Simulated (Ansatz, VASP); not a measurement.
**One calculation of InO, two programs**

INCAR

```
ALGO = Normal
EDIFF = 1E-6
ENCUT = 520
GGA = PS
ISIF = 2
ISMEAR = 0
LASPH = T
LCHARG = F
LREAL = F
LWAVE = F
NBANDS = 27
NELM = 100
PREC = Accurate
SIGMA = 0.03
```

The input KPOINTS:

```
k-points
0
Gamma
  12 12 4
```

POSCAR

```
InO
1.0
    3.3979006105      0.0000000000      0.0000000000
   -1.6989503053      2.9426682482      0.0000000000
    0.0000000000      0.0000000000     16.4020216013
In O
2 2
Direct
    0.6666666667      0.3333333333      0.5900210000
    0.6666666667      0.3333333333      0.4099790000
    0.0000000000      0.0000000000      0.6398670000
    0.0000000000      0.0000000000      0.3601330000
```

Input for Ansatz:

```yaml
crystal:
  lattice:
    - [3.3979006105, 0.0, 0.0]
    - [-1.6989503053, 2.9426682482, 0.0]
    - [0.0, 0.0, 16.4020216013]
  atoms:
    - { symbol: In, position: [0.6666666667, 0.3333333333, 0.590021] }
    - { symbol: In, position: [0.6666666667, 0.3333333333, 0.409979] }
    - { symbol: O, position: [0.0, 0.0, 0.639867] }
    - { symbol: O, position: [0.0, 0.0, 0.360133] }
basis:
  ecutwfc: 420
kpoints:
  mp_grid: { grid: [12, 12, 4] }
hamiltonian:
  xc: pbesol
scf:
  occupations: { method: gaussian, width: 0.03 }
output:
  forces: true
  stress: true
  eigenvalues: true
```

Alike in both runs: task single point; functional PBEsol; k mesh 12 × 12 × 4; occupations gaussian, width 0.03 eV; no spin polarisation.

|  | VASP | Ansatz |
| --- | --- | --- |
| version | VASP 6.6.1 | Ansatz 0.2.0 |
| potentials or method | VASP PAW PBE potentials, release 64 (In_d, O), cutoff 520 eV | scalar-relativistic, plane waves, PAW |
| valence electrons in the cell | 38 | 38 |

VASP gave:

```
gap on the k mesh at the Fermi level (eV) : 0.17
least direct gap on the mesh (eV)         : 1.12
rms of the force components (eV/Å)        : 0.174
```

Task: Estimate Ansatz's values.

Result: gap on the k mesh at the Fermi level (eV): 0.18; least direct gap on the mesh (eV): 1.13; rms of the force components (eV/Å): 0.169.

VASP's potentials were made for PBE, not for PBEsol. Atom by atom the forces differ by 0.021 eV/Å (rms over components). The functional is the same, so the differences come from potentials, cutoffs and numerics.
